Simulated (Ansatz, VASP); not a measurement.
**Two plane-wave programs on Pb**

```
Pb
1.0
     3.12288    0.00000    0.00000
     0.00000    3.12288    0.00000
     0.00000    0.00000    3.12288
Pb
1
Direct
  0.00000 0.00000 0.00000
```

Alike in both runs: task single point; functional r2SCAN; k mesh 11 × 11 × 11; occupations fermi-dirac, width 0.1 eV; no spin polarisation.

```csv
,VASP,Ansatz
version,VASP 6.6.1,Ansatz 0.2.0
potentials or method,"VASP PAW PBE potentials, release 64 (Pb_d), cutoff 520 eV","plane waves (500 eV) with PAW, scalar-relativistic"
valence electrons in the cell,14,14
```

```csv
,VASP,Ansatz,Ansatz less VASP
pressure (GPa),4.5,4.4,-0.01
```

VASP's potentials were made for PBE, not for r2SCAN.

Neither program's run includes spin-orbit coupling.
